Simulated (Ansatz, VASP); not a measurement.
# One calculation of SiC, two programs

```
Si C
1.0
     4.36000    0.00000    0.00000
     0.00000    4.36000    0.00000
     0.00000    0.00000    4.36000
Si C
4 4
Direct
  0.00000 0.00000 0.00000
  0.00000 0.50000 0.50000
  0.50000 0.00000 0.50000
  0.50000 0.50000 0.00000
  0.25000 0.25000 0.25000
  0.25000 0.75000 0.75000
  0.75000 0.25000 0.75000
  0.75000 0.75000 0.25000
```

Alike in both runs: task relaxation of cell and atoms; functional r2SCAN; k mesh 6 × 6 × 6; no spin polarisation.

|  | VASP | Ansatz |
| --- | --- | --- |
| version | VASP 6.6.1 | Ansatz 0.2.0 |
| potentials or method | VASP PAW PBE potentials, release 64 (Si, C), cutoff 600 eV | scalar-relativistic, plane waves, PAW |
| occupations | gaussian, width 0.01 eV | fixed |
| valence electrons in the cell | 32 | 32 |

VASP gave:

```
gap on the k mesh at the Fermi level, each at its own relaxed structure (eV) : 1.72
relaxed volume (Å³/atom)                                                     : 10.32
relaxed cell length with the largest relative difference (Å)                 : 4.354
```

Problem. Estimate Ansatz's values.

Solution. gap on the k mesh at the Fermi level, each at its own relaxed structure (eV): 1.71; relaxed volume (Å³/atom): 10.33; relaxed cell length with the largest relative difference (Å): 4.356.

VASP's potentials were made for PBE, not for r2SCAN.
